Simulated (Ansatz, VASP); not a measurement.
## ZnCd3O4 in VASP and in Ansatz

```
Zn Cd O
1.0
     4.99873    0.00000    0.00000
     0.00000    4.99873    0.00000
     0.00000    0.00000    4.99873
Zn Cd O
1 3 4
Direct
  0.00000 0.00000 0.00000
  0.00000 0.50000 0.50000
  0.50000 0.00000 0.50000
  0.50000 0.50000 0.00000
  0.76782 0.76782 0.23218
  0.76782 0.23218 0.76782
  0.23218 0.76782 0.76782
  0.23218 0.23218 0.23218
```

Alike in both runs: task single point; functional PBE; k mesh 4 × 4 × 4; occupations gaussian, width 0.2 eV; no spin polarisation.

|  | VASP | Ansatz |
| --- | --- | --- |
| version | VASP 6.6.1 | Ansatz 0.2.0 |
| potentials or method | VASP PAW PBE potentials, release 64 (Zn, Cd, O), cutoff 520 eV | scalar-relativistic, plane waves, PAW |
| valence electrons in the cell | 72 | 96 |

VASP gave:

```
gap on the k mesh at the Fermi level (eV) : none
pressure (GPa)                            : 1.1
rms of the force components (eV/Å)        : 0.013
```

What did Ansatz give for the same quantities?

gap on the k mesh at the Fermi level (eV): none; pressure (GPa): 0.0; rms of the force components (eV/Å): 0.002.

Atom by atom the forces differ by 0.016 eV/Å (rms over components). A gap of «none» marks a metal or a gap that the smearing closes. VASP's potentials hold 72 valence electrons a cell and Ansatz's 96, so a difference there can come from the potentials and not from the codes.
